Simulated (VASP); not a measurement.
# BiH2 (P-3m1) in VASP: notebook, part 2 of 2

VASP 6.6.1.

### 3 Single point, PBE+D3(BJ)

Input file INCAR:

```
  ALGO = Normal
  EDIFF = 1E-6
  ENCUT = 520
  GGA = PE
  ISIF = 2
  ISMEAR = 0
  IVDW = 12
  LASPH = T
  LCHARG = F
  LREAL = F
  LWAVE = F
  NBANDS = 16
  NELM = 100
  PREC = Accurate
  SIGMA = 0.1
```

Input file KPOINTS:

```
k-points
0
Gamma
  15 15 14
```

Input file POSCAR:

```
BiH2
1.0
    3.8174182141      0.0000000000      0.0000000000
   -1.9087091071      3.3059811503      0.0000000000
    0.0000000000      0.0000000000      3.3092428635
Bi H
1 2
Direct
    0.0000000000      0.0000000000      0.0000000000
    0.3333333333      0.6666666667      0.8403053756
    0.6666666667      0.3333333333      0.1596946244
```

Potentials or basis: VASP PAW PBE potentials, release 64 (Bi_d, H).

Started as:

```bash
cat potpaw_PBE.64/Bi_d/POTCAR potpaw_PBE.64/H/POTCAR > POTCAR
mpirun -np 1 vasp_std > vasp.out
```

OUTCAR:

```text
EDIFF = 1E-6
   ENCUT = 520
   GGA = PE
   ISIF = 2
   ISMEAR = 0
   IVDW = 12
   LASPH = T
   LREAL = F
   NELM = 100
   PREC = Accurate
 IVDW          = 12

 ion  position               nearest neighbor table
   1  0.000  0.000  0.000-   2 2.27   3 2.27   3 2.27   2 2.27   3 2.27   2 2.27
   2  0.333  0.667  0.840-   1 2.27   1 2.27   1 2.27
   3  0.667  0.333  0.160-   1 2.27   1 2.27   1 2.27

  LATTYP: Found a hexagonal cell.
 ALAT       =     3.8174182141
[... 650 lines left out ...]

 Edisp (eV)   -0.60633

 E8    (eV) :    -0.2620

  FORCE on cell =-STRESS in cart. coord.  units (eV):
  Direction    XX          YY          ZZ          XY          YZ          ZX
  --------------------------------------------------------------------------------------
  -------------------------------------------------------------------------------------
  Total      -0.02135    -0.02135    -0.02474     0.00000     0.00000    -0.00000
  in kB      -0.81903    -0.81903    -0.94922     0.00000     0.00000    -0.00000
  external pressure =       -0.86 kB  Pullay stress =        0.00 kB

 VOLUME and BASIS-vectors are now :
 -----------------------------------------------------------------------------
  energy-cutoff  :      520.00
  volume of cell :       41.76
      direct lattice vectors                 reciprocal lattice vectors
     3.817418214  0.000000000  0.000000000     0.261957151  0.151241032  0.000000000
    -1.908709107  3.305981150  0.000000000     0.000000000  0.302482063  0.000000000
     0.000000000  0.000000000  3.309242864     0.000000000  0.000000000  0.302183926

 POSITION                                       TOTAL-FORCE (eV/Angst)
 -----------------------------------------------------------------------------------
      0.00000      0.00000      0.00000        -0.000000      0.000000      0.000000
     -0.00000      2.20399      2.78077        -0.000000      0.000000      0.000228
      1.90871      1.10199      0.52847         0.000000     -0.000000     -0.000228
 -----------------------------------------------------------------------------------
    total drift:                               -0.000000      0.000000     -0.000000

  FREE ENERGIE OF THE ION-ELECTRON SYSTEM (eV)
  ---------------------------------------------------
  free  energy   TOTEN  =        -9.5201392099 eV

  energy  without entropy=       -9.5164229042  energy(sigma->0) =       -9.51828106
```

OSZICAR:

```text
N       E                     dE             d eps       ncg     rms          rms(c)
DAV:   1     0.123707021417E+03    0.12371E+03   -0.83941E+03 10664   0.114E+03
DAV:   2    -0.144090965759E+01   -0.12515E+03   -0.12056E+03 11496   0.329E+02
DAV:   3    -0.918496297471E+01   -0.77441E+01   -0.77086E+01 13776   0.792E+01
DAV:   4    -0.936452555153E+01   -0.17956E+00   -0.17951E+00 13368   0.131E+01
DAV:   5    -0.937227131080E+01   -0.77458E-02   -0.77456E-02 15512   0.241E+00    0.373E+00
DAV:   6    -0.896855314774E+01    0.40372E+00   -0.20905E-01 15864   0.480E+00    0.152E+00
DAV:   7    -0.891138456496E+01    0.57169E-01   -0.14849E-01 13936   0.249E+00    0.310E-01
DAV:   8    -0.891384629437E+01   -0.24617E-02   -0.25104E-02 13328   0.166E+00    0.151E-01
DAV:   9    -0.891375148467E+01    0.94810E-04   -0.14400E-03 15736   0.401E-01    0.592E-02
DAV:  10    -0.891380390746E+01   -0.52423E-04   -0.36034E-04 12632   0.141E-01    0.161E-02
DAV:  11    -0.891380954167E+01   -0.56342E-05   -0.22348E-05 14464   0.395E-02    0.746E-03
DAV:  12    -0.891380890353E+01    0.63814E-06   -0.40106E-06 12472   0.125E-02
   1 F= -.95201392E+01 E0= -.95182811E+01  d E =-.371631E-02
```

Wall time 1.8 min (1 thread of Intel Xeon Platinum 8375C at 2.90GHz (Ice Lake), shared host); peak memory 0.33 GiB.

What came out:

| Property | Result |
| --- | --- |
| Free energy | -9.5201 eV |
| Pressure | -0.1 GPa |
| Dispersion energy per atom | -0.202 eV |

Caveat: spin-orbit coupling is left out, which moves the levels of the heavy elements; pairwise dispersion overbinds metals, which lowers pressure and volume.

### 4 Relaxation of cell and atoms, PBE+D3(BJ)

This run uses another cell than the first one, of 13.58 Å³/atom, 0.976 times its volume.

Input file INCAR:

```
PREC     = Accurate       # precision mode
ENCUT    = 600            # plane-wave cutoff, eV
EDIFF    = 1E-6           # SCF threshold, eV
ISMEAR   = 0              # smearing method
SIGMA    = 0.1            # smearing width, eV
LREAL    = False          # projectors in reciprocal space
LASPH    = True           # aspherical terms in the spheres
NELM     = 100            # most SCF steps
ALGO     = Normal         # electronic algorithm
ISIF     = 3              # what is computed and relaxed
LWAVE    = False          # write WAVECAR
LCHARG   = False          # write CHGCAR
GGA      = PE             # functional
IVDW     = 12             # dispersion correction
IBRION   = 2              # ionic algorithm
NSW      = 100            # ionic steps
EDIFFG   = -0.01          # ionic threshold
```

Input file KPOINTS:

```
regular mesh
0
Gamma
  15 15 14
```

Input file POSCAR:

```
BiH2
1.0
    3.8404966152      0.0000000000      0.0000000000
   -1.9202483076      3.3259676320      0.0000000000
    0.0000000000      0.0000000000      3.1899341429
Bi H
1 2
Direct
    0.0000000000      0.0000000000      0.0000000000
    0.3333333333      0.6666666667      0.8276062261
    0.6666666667      0.3333333333      0.1723937739
```

Started as:

```bash
cat potpaw_PBE.64/Bi_d/POTCAR potpaw_PBE.64/H/POTCAR > POTCAR
mpirun -np 1 vasp_std > vasp.out
```

It took 14 min on 1 thread of Intel Xeon Platinum 8375C at 2.90GHz (Ice Lake), shared host; peak memory 0.37 GiB.

It converged, with:

| Item | Value |
| --- | --- |
| Free energy | -9.5203 eV |
| Relaxed volume | 13.93 Å³/atom |
| Relaxed cell | a = 3.820 Å, b = 3.820 Å, c = 3.308 Å, α = 90.00°, β = 90.00°, γ = 120.00° |
| Space group after relaxing (to 0.05 Å) | P-3m1 (No. 164) |
| Energy gained by relaxing | 6.5 meV/atom |
| Ionic steps | 19 |
| Pressure after relaxing | 0.0 GPa |
| Largest force after relaxing | 0.004 eV/Å |
| Dispersion energy per atom | -0.202 eV |

Forces on the atoms (eV/Å):
```
Bi   0.000  0.000  0.000
H    0.000  0.000 -0.004
H    0.000  0.000  0.004
```

Step by step:
```csv
step,energy change (eV),largest force (eV/Å),pressure (GPa),volume (Å³)
1,0.0000,0.0553,0.49,40.75
2,-0.0115,0.0454,0.42,40.99
3,-0.0182,0.0174,0.43,41.36
4,-0.0183,0.0159,0.42,41.37
5,-0.0187,0.0224,-0.03,41.67
6,-0.0187,0.0224,-0.05,41.67
7,-0.0187,0.0221,-0.02,41.66
8,-0.0187,0.0222,0.00,41.66
9,-0.0187,0.0210,0.02,41.67
10,-0.0189,0.0172,0.05,41.69
11,-0.0191,0.0100,0.04,41.73
12,-0.0192,0.0038,0.09,41.82
13,-0.0193,0.0037,0.01,41.84
14,-0.0193,0.0035,-0.04,41.89
15,-0.0192,0.0032,-0.25,42.00
16,-0.0193,0.0032,-0.21,41.92
17,-0.0193,0.0032,-0.15,41.91
18,-0.0194,0.0035,-0.10,41.88
19,-0.0194,0.0040,-0.05,41.80
```

Final structure:
```
CELL_PARAMETERS angstrom
3.81958 0.00000 0.00000
-1.90979 3.30785 0.00000
0.00000 0.00000 3.30813
ATOMIC_POSITIONS crystal
Bi 0.00000 0.00000 0.00000
H 0.33333 0.66667 0.84246
H 0.66667 0.33333 0.15754
```

Levels at points of the mesh, in eV from the Fermi level:
```csv
k point,band 4,band 5,band 6,band 7,band 8,band 9,band 10,band 11,band 12
"(0.00, 0.00, 0.00)",-23.29,-23.29,-13.71,-1.61,-0.25,1.33,1.33,3.75,6.19
"(0.00, 0.00, 0.50)",-23.37,-23.26,-12.13,-5.80,0.77,0.95,2.94,2.94,7.89
```

Caveat: spin-orbit coupling is left out, which moves the levels of the heavy elements; pairwise dispersion overbinds metals, which lowers pressure and volume.
